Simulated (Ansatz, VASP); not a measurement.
InPd: VASP beside Ansatz

Contents of INCAR:

```
PREC     = Accurate       # precision mode
ENCUT    = 500            # plane-wave cutoff, eV
EDIFF    = 1E-6           # SCF threshold, eV
ISMEAR   = 0              # smearing method
SIGMA    = 0.1            # smearing width, eV
LREAL    = False          # projectors in reciprocal space
LASPH    = True           # aspherical terms in the spheres
NELM     = 120            # most SCF steps
ALGO     = Normal         # electronic algorithm
ISIF     = 2              # what is computed and relaxed
LWAVE    = False          # write WAVECAR
LCHARG   = False          # write CHGCAR
GGA      = PS             # functional
NBANDS   = 31             # bands
GGA_COMPAT= False
```

The input KPOINTS:

```
regular mesh
0
Gamma
  6 6 4
```

File POSCAR:

```
InPd
1.0
    4.1938495154      0.0000000000      0.0000000000
   -2.0969247577      3.6319802200      0.0000000000
    0.0000000000      0.0000000000      5.5619897260
In Pd
2 2
Direct
    0.3333333333      0.6666666667      0.2500000000
    0.6666666667      0.3333333333      0.7500000000
    0.0000000000      0.0000000000      0.0000000000
    0.0000000000      0.0000000000      0.5000000000
```

Input for Ansatz:

```yaml
crystal:
  lattice:
    - [4.1938495154, 0.0, 0.0]
    - [-2.0969247577, 3.63198022, 0.0]
    - [0.0, 0.0, 5.561989726]
  atoms:
    - { symbol: In, position: [0.3333333333, 0.6666666667, 0.25] }
    - { symbol: In, position: [0.6666666667, 0.3333333333, 0.75] }
    - { symbol: Pd, position: [0.0, 0.0, 0.0] }
    - { symbol: Pd, position: [0.0, 0.0, 0.5] }
basis:
  ecutwfc: 420
kpoints:
  mp_grid: { grid: [6, 6, 4] }
hamiltonian:
  xc: pbesol
scf:
  occupations: { method: gaussian, width: 0.1 }
output:
  forces: true
  stress: true
  eigenvalues: true
```

Alike in both runs: task single point; functional PBEsol; k mesh 6 × 6 × 4; occupations gaussian, width 0.1 eV; no spin polarisation.

```csv
,VASP,Ansatz
version,VASP 6.6.1,Ansatz 0.2.0
potentials or method,"VASP PAW PBE potentials, release 64 (In_d, Pd), cutoff 500 eV","scalar-relativistic, plane waves, PAW"
valence electrons in the cell,46,62
```

```csv
,VASP,Ansatz,Ansatz less VASP
gap on the k mesh at the Fermi level (eV),none,none,-
pressure (GPa),-5.5,-5.5,-0.02
"traceless stress, the component that is largest in VASP (GPa)",0.08,0.12,+0.035
```

VASP's potentials were made for PBE, not for PBEsol. A gap of «none» marks a metal or a gap that the smearing closes. With one functional, cell and mesh, what is left measures potentials, basis and numerics. VASP's potentials hold 46 valence electrons a cell and Ansatz's 62, so a difference there can come from the potentials and not from the codes.
